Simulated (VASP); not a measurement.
Runs of VASP 6.6.1 on KBr. The structure is that of space group I4/mmm (No. 139), or close to it. The cells are those of the table. 

| cell | gap on the mesh (eV) | pressure (GPa) |
| --- | --- | --- |
| a = 4.937, b = 4.937, c = 5.029 Å, angles 59.4, 59.4, 61.2°, 2 atoms | 4.61 | -1.8 |
| a = 4.572, b = 4.572, c = 4.843 Å, angles 58.0, 58.0, 64.0°, 2 atoms | 4.98 | (a) |
| a = 4.474, b = 4.474, c = 4.656 Å, angles 58.6, 58.6, 62.7°, 2 atoms | 5.24 | 2.4 |
| a = 4.846, b = 4.846, c = 5.029 Å, angles 58.7, 58.7, 62.5°, 2 atoms | 4.69 | -1.4 |
| a = 4.660, b = 4.660, c = 4.470 Å, angles 61.3, 61.3, 57.3°, 2 atoms | (b) | 1.3 |
| a = 4.750, b = 4.750, c = 4.843 Å, angles 59.4, 59.4, 61.3°, 2 atoms | (d) | -0.9 |
| a = 4.758, b = 4.758, c = 5.029 Å, angles 58.1, 58.1, 63.8°, 2 atoms | 4.76 | -0.7 |
| a = 4.572, b = 4.572, c = 4.284 Å, angles 62.1, 62.1, 55.9°, 2 atoms | 5.34 | (c) |

Alike in all rows: task single point; level r2SCAN; potentials or basis VASP PAW PBE potentials, release 64 (K_sv, Br); no spin polarisation; k mesh 6 × 6 × 6; cutoff (eV) 520; smearing gaussian 0.05 eV.

Task: Fill in the values left out.

Result: (a) 1.1; (b) 5.18; (c) 4.2; (d) 4.87.

Caveats: the PAW data sets were made with another functional, which shifts forces and pressure a little.

A k mesh can miss the band edges, and the runs leave out spin-orbit coupling on Br.
